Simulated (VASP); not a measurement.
# Ca (P6_3/mmc) in VASP: notebook, part 2 of 2

VASP 6.6.1. The steps go on from the part before.

## Step 3: Relaxation of cell and atoms, PBE

The input, INCAR:

```
  PREC = Accurate
  ENCUT = 600
  EDIFF = 1E-6
  ISMEAR = 0
  SIGMA = 0.05
  LREAL = False
  LASPH = True
  NELM = 100
  ALGO = Normal
  ISIF = 3
  LWAVE = False
  LCHARG = False
  GGA = PE
  IBRION = 2
  NSW = 80
  EDIFFG = -0.03
```

The input, KPOINTS:

```
Automatic mesh
0
Gamma
  6 6 4
```

The input, POSCAR:

```
Ca
1.0
    3.9453825678      0.0000000000      0.0000000000
   -1.9726912839      3.4168015314      0.0000000000
    0.0000000000      0.0000000000      6.4441248608
Ca
2
Direct
    0.3333333333      0.6666666667      0.7500000000
    0.6666666667      0.3333333333      0.2500000000
```

Potentials or basis: VASP PAW PBE potentials, release 64 (Ca_sv).

The run is started by

```console
$ cat potpaw_PBE.64/Ca_sv/POTCAR > POTCAR
$ mpirun -np 1 vasp_std > vasp.out
```

OUTCAR:

```text
PREC = Accurate
   ENCUT = 600
   EDIFF = 1E-6
   ISMEAR = 0
   LREAL = False
   LASPH = True
   NELM = 100
   ISIF = 3
   GGA = PE
   IBRION = 2
   NSW = 80
   EDIFFG = -0.03

 ion  position               nearest neighbor table
   1  0.333  0.667  0.750-
   2  0.667  0.333  0.250-

  LATTYP: Found a hexagonal cell.
 ALAT       =     3.9453825678
 C/A-ratio  =     1.6333333333

  Lattice vectors:

 A1 = (   3.9453825678,   0.0000000000,   0.0000000000)
 A2 = (  -1.9726912839,   3.4168015314,   0.0000000000)
 A3 = (   0.0000000000,   0.0000000000,   6.4441248608)

Analysis of symmetry for initial positions (statically):
=====================================================================
 Subroutine PRICEL returns:
 Original cell was already a primitive cell.

 Routine SETGRP: Setting up the symmetry group for a
 hexagonal supercell.

 Subroutine GETGRP returns: Found 24 space group operations
 (whereof 12 operations were pure point group operations)
 out of a pool of 24 trial point group operations.

The static configuration has the point symmetry D_3d.
 The point group associated with its full space group is D_6h.

Analysis of symmetry for dynamics (positions and initial velocities):
=====================================================================
 Subroutine PRICEL returns:
 Original cell was already a primitive cell.

 Routine SETGRP: Setting up the symmetry group for a
 hexagonal supercell.

 Subroutine GETGRP returns: Found 24 space group operations
 (whereof 12 operations were pure point group operations)
 out of a pool of 24 trial point group operations.

The dynamic configuration has the point symmetry D_3d.
 The point group associated with its full space group is D_6h.

 Subroutine INISYM returns: Found 24 space group operations
 (whereof 12 operations are pure point group operations),
 and found     1 'primitive' translations

----------------------------------------------------------------------------------------

                                     Primitive cell

  volume of cell :      86.8706

  direct lattice vectors                    reciprocal lattice vectors
     3.945382568  0.000000000  0.000000000     0.253460845  0.146335687  0.000000000
    -1.972691284  3.416801531  0.000000000     0.000000000  0.292671374  0.000000000
     0.000000000  0.000000000  6.444124861     0.000000000  0.000000000  0.155180109

  length of vectors
     3.945382568  3.945382568  6.444124861     0.292671374  0.292671374  0.155180109

  position of ions in fractional coordinates (direct lattice)
     0.333333333  0.666666667  0.750000000
     0.666666667  0.333333333  0.250000000

  ion indices of the primitive-cell ions
   primitive index   ion index
                 1           1
                 2           2

----------------------------------------------------------------------------------------

 KPOINTS: Automatic mesh

Automatic generation of k-mesh.
 Grid dimensions read from file:
 generate k-points for:    6    6    4

 Generating k-lattice:

  Cartesian coordinates                     Fractional coordinates (reciprocal lattice)
     0.042243474  0.024389281  0.000000000     0.166666667  0.000000000  0.000000000
     0.000000000  0.048778562  0.000000000     0.000000000  0.166666667  0.000000000
     0.000000000  0.000000000  0.038795027     0.000000000  0.000000000  0.250000000

  Length of vectors
     0.048778562  0.048778562  0.038795027

  Shift w.r.t. Gamma in fractional coordinates (k-lattice)
     0.000000000  0.000000000  0.000000000

 Subroutine IBZKPT returns following result:
 ===========================================

 Found     21 irreducible k-points:

 Following reciprocal coordinates:
            Coordinates               Weight
  0.000000  0.000000  0.000000      1.000000
  0.166667 -0.000000  0.000000      6.000000
  0.333333  0.000000  0.000000      6.000000
  0.500000  0.000000  0.000000      3.000000
  0.166667  0.166667  0.000000      6.000000
  0.333333  0.166667  0.000000     12.000000
[... 13 lines left out ...]
  0.333333  0.166667  0.500000     12.000000
  0.333333  0.333333  0.500000      2.000000
   k-points           NKPTS =     21   k-points in BZ     NKDIM =     21   number of bands    NBANDS=     14
   number of dos      NEDOS =    301   number of ions     NIONS =      2
   total plane-waves  NPLWV =  55296
   dimension x,y,z NGX =    32 NGY =   32 NGZ =   54
   dimension x,y,z NGXF=    64 NGYF=   64 NGZF=  108
   ions per type =               2
   NGX,Y,Z   is equivalent  to a cutoff of  13.48, 13.48, 13.93 a.u.
   NGXF,Y,Z  is equivalent  to a cutoff of  26.97, 26.97, 27.86 a.u.
 SYSTEM =  unknown system
   PREC   = accura    normal or accurate (medium, high low for compatibility)
   ISTART =      0    job   : 0-new  1-cont  2-samecut
   ICHARG =      2    charge: 1-file 2-atom 10-const
   ISPIN  =      1    spin polarized calculation?
   LNONCOLLINEAR =      F non collinear calculations
   LSORBIT =      F    spin-orbit coupling
   LASPH  =      T    aspherical Exc in radial PAW
   ENCUT  =  600.0 eV  44.10 Ry    6.64 a.u.   7.88  7.88 12.87*2*pi/ulx,y,z
   NELM   =    100;   NELMIN=  2; NELMDL= -5     # of ELM steps
   EDIFF  = 0.1E-05   stopping-criterion for ELM
   LREAL  =      F    real-space projection
   EDIFFG = -.3E-01   stopping-criterion for IOM
   NSW    =     80    number of steps for IOM
   IBRION =      2    ionic relax: 0-MD 1-quasi-New 2-CG
   NFREE  =      1    steps in history (QN), initial steepest desc. (CG)
   ISIF   =      3    stress and relaxation
   ISYM   =      2    0-nonsym 1-usesym 2-fastsym
   POTIM  = 0.5000    time-step for ionic-motion
   TEBEG  =    0.0;   TEEND  =   0.0 temperature during run
   PSTRESS=    0.0 pullay stress
   NELECT =      20.0000    total number of electrons
   NUPDOWN=      -1.0000    fix difference up-down
   EMIN   =  10.00;   EMAX   =-10.00  energy-range for DOS
   EFERMI =   0.00;   METHOD = LEGACY
   ISMEAR =     0;   SIGMA  =   0.05  broadening in eV -4-tet -1-fermi 0-gaus
   EFERMI_NEDOS =   21; number of points for ismear=-14 and -15
   IALGO  =     38    algorithm
   IMIX   =      4    mixing-type and parameters
     AMIX     =   0.40;   BMIX     =  1.00
     AMIX_MAG =   1.60;   BMIX_MAG =  1.00
  volume/ion in A,a.u.               =      43.44       293.12
  Fermi-wavevector in a.u.,A,eV,Ry     =   1.003369  1.896092 13.697649  1.006749
  Thomas-Fermi vector in A             =   2.135916
   LORBIT       =      0    0 simple, 1 ext, 2 COOP (PROOUT), +10 PAW based schemes
   GGA     = PE    functional components
   LHFCALC =     F    Hartree Fock is set to
   AEXX    =    0.0000 exact exchange contribution
   IVDW    =     0    specifies the selected vdW correction
   LEPSILON=     F    determine dielectric tensor
   LRPA    =     F    only Hartree local field effects (RPA)
 conjugate gradient relaxation of ions
 non-spin polarized calculation
 Gauss-broadening in eV      SIGMA  =   0.05
  energy-cutoff  :      600.00
  volume of cell :       86.87
 maximum number of plane-waves:      2934
 NGX is ok and might be reduce to    32
   NGX = 15   NGY = 15   NGZ = 25

--------------------------------------- Ionic step        1  -------------------------------------------

 number of electron      20.0000000 magnetization

 Free energy of the ion-electron system (eV)
  ---------------------------------------------------
  ext. energy  EPLUGINS =         0.00000000
  ---------------------------------------------------
  free energy    TOTEN  =        -3.82611282 eV

  energy without entropy =       -3.82066663  energy(sigma->0) =       -3.82338973

------------------------ aborting loop because EDIFF is reached ----------------------------------------

  FORCE on cell =-STRESS in cart. coord.  units (eV):
  Direction    XX          YY          ZZ          XY          YZ          ZX
  --------------------------------------------------------------------------------------
  -------------------------------------------------------------------------------------
  Total       -0.2808709     -0.2808709     -0.0676647     -0.0000000      0.0000000     -0.0000000
  in kB       -5.1801763     -5.1801763     -1.2479584     -0.0000000      0.0000000     -0.0000000
  external PRESSURE =      -3.8694370 kB  Pullay stress =       0.0000000 kB
[... 201 lines left out ...]
  energy  without entropy=       -3.8276933854  energy(sigma->0) =       -3.82968683

--------------------------------------- Ionic step        7  -------------------------------------------

 number of electron      19.9999999 magnetization

 Free energy of the ion-electron system (eV)
  ---------------------------------------------------
  ext. energy  EPLUGINS =         0.00000000
  ---------------------------------------------------
  free energy    TOTEN  =        -3.83172176 eV

  energy without entropy =       -3.82808274  energy(sigma->0) =       -3.82990225

 E-fermi :   2.0095     XC(G=0):  -7.7394

 val. band max:        1.9949927501   @ k =   0.3333   0.3333   0.2500
 cond. band min:       2.0557929989   @ k =   0.3333   0.1667   0.0000
 fundamental gap:      0.0608002489
 Fermi energy:         2.0094765289

 k-point     1 :       0.0000    0.0000    0.0000
  band No.  band energies     occupation
      1     -40.0289      2.00000
      2     -40.0171      2.00000
      3     -21.0619      2.00000
      4     -20.9688      2.00000
      5     -20.9688      2.00000
      6     -20.9528      2.00000
      7     -20.9528      2.00000
      8     -20.9343      2.00000
      9      -2.0620      2.00000
     10       0.8651      2.00000
     11       1.6832      2.00000
     12       4.1686      0.00000
     13       4.3175      0.00000
     14       4.3175      0.00000
[... 367 lines left out ...]
  FREE ENERGIE OF THE ION-ELECTRON SYSTEM (eV)
  ---------------------------------------------------
  free  energy   TOTEN  =        -3.8317217620 eV

  energy  without entropy=       -3.8280827441  energy(sigma->0) =       -3.82990225

 reached required accuracy - stopping structural energy minimisation
```

CONTCAR:

```text
Ca
   1.00000000000000
     3.8640143013792434    0.0000000000000000   -0.0000000000000000
    -1.9320071506896217    3.3463345456154507    0.0000000000000000
    -0.0000000000000000    0.0000000000000000    6.5154032411281353
  Ca
     2
Direct
     0.3333333332999970    0.6666666667000030    0.7500000000000000
     0.6666666667000030    0.3333333332999970    0.2500000000000000

  0.00000000E+00  0.00000000E+00  0.00000000E+00
  0.00000000E+00  0.00000000E+00  0.00000000E+00
```

It took 51 s on 1 thread of Intel Xeon 6975P-C (Granite Rapids), shared host; peak memory 0.24 GiB.

What came out:

* Free energy: -3.8317 eV
* Relaxed volume: 42.12 Å³/atom
* Relaxed cell: a = 3.864 Å, b = 3.864 Å, c = 6.515 Å, α = 90.00°, β = 90.00°, γ = 120.00°
* Space group after relaxing (to 0.1 Å): P6_3/mmc (No. 194)
* Energy gained by relaxing: 2.8 meV/atom
* Ionic steps: 7
* Pressure after relaxing: 0.1 GPa
* Band gap on the k mesh: zero (bands 10 and 11 overlap by 0.48 eV)

Step by step:
```tsv
step	energy change (eV)	largest force (eV/Å)	pressure (GPa)	volume (Å³)
1	0.0000	0.0000	-0.39	86.87
2	-0.0029	0.0000	-0.15	85.56
3	-0.0038	0.0000	0.11	84.30
4	-0.0048	0.0000	0.10	84.28
5	-0.0050	0.0000	0.09	84.21
6	-0.0056	0.0000	0.10	84.26
7	-0.0056	0.0000	0.08	84.25
```

Final structure:
```yaml
crystal:
  lattice:
    - [3.86401, 0.00000, 0.00000]
    - [-1.93201, 3.34633, 0.00000]
    - [0.00000, 0.00000, 6.51540]
  atoms:
    - { symbol: Ca, position: [0.33333, 0.66667, 0.75000] }
    - { symbol: Ca, position: [0.66667, 0.33333, 0.25000] }
```

## Step 4: Single point, HSE06

This run uses another cell than the first one, of 43.54 Å³/atom.

The input, POSCAR:

```
Ca
1.0
    3.9014140002      0.0000000000      0.0000000000
   -1.9507070001      3.3787236349      0.0000000000
    0.0000000000      0.0000000000      6.6055768734
Ca
2
Direct
    0.3333333333      0.6666666667      0.7500000000
    0.6666666667      0.3333333333      0.2500000000
```

The input, INCAR.step1:

```
PREC     = Accurate       # precision mode
ENCUT    = 520            # plane-wave cutoff, eV
EDIFF    = 1E-5           # SCF threshold, eV
ISMEAR   = 0              # smearing method
SIGMA    = 0.05           # smearing width, eV
LREAL    = F              # projectors in reciprocal space
LASPH    = T              # aspherical terms in the spheres
NELM     = 100            # most SCF steps
ALGO     = Normal         # electronic algorithm
ISIF     = 2              # what is computed and relaxed
LWAVE    = T              # write WAVECAR
LCHARG   = F              # write CHGCAR
GGA      = PE             # functional
NBANDS   = 17             # bands
```

The input, INCAR.step2:

```
PREC     = Accurate       # precision mode
ENCUT    = 520            # plane-wave cutoff, eV
EDIFF    = 1E-7           # SCF threshold, eV
ISMEAR   = 0              # smearing method
SIGMA    = 0.05           # smearing width, eV
LREAL    = F              # projectors in reciprocal space
LASPH    = T              # aspherical terms in the spheres
NELM     = 100            # most SCF steps
ALGO     = Normal         # electronic algorithm
ISIF     = 2              # what is computed and relaxed
LWAVE    = F              # write WAVECAR
LCHARG   = F              # write CHGCAR
GGA      = PE             # functional
LHFCALC  = T              # exact exchange
HFSCREEN = 0.2079         # screening, 1/A
PRECFOCK = Normal       
ISTART   = 1            
NBANDS   = 17             # bands
```

The input, KPOINTS:

```
regular mesh
0
Gamma
  6 6 4
```

Potentials or basis: VASP PAW PBE potentials, release 64 (Ca_sv).

The run is started by

```console
$ cat potpaw_PBE.64/Ca_sv/POTCAR > POTCAR
$ cp INCAR.step1 INCAR
$ mpirun -np 1 vasp_std > vasp.out
$ cp INCAR.step2 INCAR
$ mpirun -np 1 vasp_std > vasp.out
```

OUTCAR:

```text
PREC = Accurate
   ENCUT = 520
   EDIFF = 1E-7
   ISMEAR = 0
   LREAL = F
   LASPH = T
   NELM = 100
   ISIF = 2
   GGA = PE
   LHFCALC = T
   HFSCREEN = 0.2079
   PRECFOCK = Normal
   ISTART = 1

 ion  position               nearest neighbor table
   1  0.333  0.667  0.750-
   2  0.667  0.333  0.250-

  LATTYP: Found a hexagonal cell.
 ALAT       =     3.9014140002
 C/A-ratio  =     1.6931237939

  Lattice vectors:

 A1 = (   3.9014140002,   0.0000000000,   0.0000000000)
 A2 = (  -1.9507070001,   3.3787236349,   0.0000000000)
 A3 = (   0.0000000000,   0.0000000000,   6.6055768734)

Analysis of symmetry for initial positions (statically):
=====================================================================
 Subroutine PRICEL returns:
 Original cell was already a primitive cell.

 Routine SETGRP: Setting up the symmetry group for a
 hexagonal supercell.

[... 167 lines left out ...]
  ext. energy  EPLUGINS =         0.00000000
  ---------------------------------------------------
  free energy    TOTEN  =        -3.61150606 eV

  energy without entropy =       -3.60823449  energy(sigma->0) =       -3.60987028

 E-fermi :   2.0248     XC(G=0):  -6.4401

 val. band max:        2.0238176396   @ k =   0.1667   0.1667   0.0000
 cond. band min:       2.0442852996   @ k =   0.3333   0.3333   0.2500
 fundamental gap:      0.0204676600
 Fermi energy:         2.0248120702

 k-point     1 :       0.0000    0.0000    0.0000
  band No.  band energies     occupation
      1     -43.8473      2.00000
      2     -43.8369      2.00000
      3     -23.3781      2.00000
      4     -23.2918      2.00000
      5     -23.2918      2.00000
      6     -23.2775      2.00000
[... 397 lines left out ...]
      4     -23.3755      2.00000
      5     -23.3618      2.00000
      6     -23.3618      2.00000
[... 9 lines left out ...]
     16       5.4459      0.00000
     17       6.7764      0.00000

------------------------ aborting loop because EDIFF is reached ----------------------------------------

  FORCE on cell =-STRESS in cart. coord.  units (eV):
  Direction    XX          YY          ZZ          XY          YZ          ZX
  --------------------------------------------------------------------------------------
  -------------------------------------------------------------------------------------
  Total        0.1319289      0.1319289      0.1137655      0.0000000     -0.0000000      0.0000000
  in kB        2.4275324      2.4275324      2.0933211      0.0000000     -0.0000000      0.0000000
  external PRESSURE =       2.3161286 kB  Pullay stress =       0.0000000 kB

 VOLUME and BASIS-vectors are now :
 -----------------------------------------------------------------------------
  energy-cutoff  :      520.00
  volume of cell :       87.07
      direct lattice vectors                 reciprocal lattice vectors
     3.901414000  0.000000000  0.000000000     0.256317325  0.147984877  0.000000000
    -1.950707000  3.378723635  0.000000000     0.000000000  0.295969753  0.000000000
     0.000000000  0.000000000  6.605576873     0.000000000  0.000000000  0.151387232

 POSITION                                       TOTAL-FORCE (eV/Angst)
 -----------------------------------------------------------------------------------
     -0.00000      2.25248      4.95418         0.000000      0.000000     -0.000000
      1.95071      1.12624      1.65139        -0.000000      0.000000      0.000000
 -----------------------------------------------------------------------------------
    total drift:                                0.000000     -0.000000      0.000000

  FREE ENERGIE OF THE ION-ELECTRON SYSTEM (eV)
  ---------------------------------------------------
  free  energy   TOTEN  =        -3.6115060571 eV

  energy  without entropy=       -3.6082344938  energy(sigma->0) =       -3.60987028
```

OSZICAR.step1:

```text
N       E                     dE             d eps       ncg     rms          rms(c)
DAV:   1     0.166870861707E+03    0.16687E+03   -0.10107E+04   714   0.106E+03
DAV:   2     0.524545271969E+01   -0.16163E+03   -0.15964E+03   813   0.309E+02
DAV:   3    -0.350275312254E+01   -0.87482E+01   -0.87135E+01  1354   0.532E+01
DAV:   4    -0.383553623386E+01   -0.33278E+00   -0.33253E+00  1025   0.107E+01
DAV:   5    -0.384586014723E+01   -0.10324E-01   -0.10323E-01  1122   0.135E+00    0.313E+00
DAV:   6    -0.383175131216E+01    0.14109E-01   -0.27113E-02   984   0.152E+00    0.191E+00
DAV:   7    -0.382888863140E+01    0.28627E-02   -0.35639E-02   822   0.195E+00    0.133E-01
DAV:   8    -0.382807945488E+01    0.80918E-03   -0.35453E-03   893   0.511E-01    0.252E-02
DAV:   9    -0.382813043338E+01   -0.50978E-04   -0.40263E-04  1275   0.768E-02    0.210E-02
DAV:  10    -0.382813679647E+01   -0.63631E-05   -0.51195E-05   896   0.697E-02
   1 F= -.38281368E+01 E0= -.38264470E+01  d E =-.337966E-02
```

Run time: 60 min. Hardware: 1 thread of Intel Xeon 6975P-C (Granite Rapids), shared host; peak memory 0.34 GiB.

Results:

```
Free energy            : -3.6115 eV
Pressure               : 0.2 GPa
Band gap on the k mesh : zero (bands 10 and 11 overlap by 0.93 eV)
```

Levels at points of the mesh, in eV from the Fermi level:
```tsv
k point	band 7	band 8	band 9	band 10	band 11	band 12	band 13	band 14
(0.00, 0.00, 0.00)	-25.30	-25.28	-4.91	-1.29	-0.74	2.87	3.05	3.05
(0.50, 0.00, 0.00)	-25.32	-25.31	-1.25	-0.94	0.40	0.76	1.58	2.20
(0.00, 0.00, 0.50)	-25.31	-25.31	-3.81	-3.81	1.72	1.72	3.07	3.07
(0.50, 0.00, 0.50)	-25.32	-25.32	-0.71	-0.71	-0.05	-0.05	1.95	1.95
```

Caveat: the PAW data sets were made with another functional, which shifts forces and pressure a little.

## Step 5: Overview

| task | level | cell | cutoff (eV) | grid for exact exchange (PRECFOCK) | share of exact exchange | screening parameter | gap on the mesh (eV) | pressure (GPa) |
| --- | --- | --- | --- | --- | --- | --- | --- | --- |
| single point | PBE | a = 3.945, b = 3.945, c = 6.444 Å, angles 90.0, 90.0, 120.0°, 2 atoms | 520 | - | - | - | none | -0.4 |
| relaxation of cell and atoms | PBE | relaxed from a = 3.945, b = 3.945, c = 6.444 Å, angles 90.0, 90.0, 120.0°, 2 atoms | 600 | - | - | - | none | 0.1 |
| single point | HSE06 | a = 3.901, b = 3.901, c = 6.606 Å, angles 90.0, 90.0, 120.0°, 2 atoms | 520 | Normal | 0.25 | 0.2079 1/Å | none | 0.2 |

Alike in all rows: potentials or basis VASP PAW PBE potentials, release 64 (Ca_sv); no spin polarisation; k mesh 6 × 6 × 4; smearing gaussian 0.05 eV.

Caveats: the PAW data sets were made with another functional, which shifts forces and pressure a little (at least some runs).

Total energies depend on the potentials used, so only differences within one code and one set of settings carry meaning.

The gap in the log of VASP goes by the Fermi energy; the results here count the filled bands.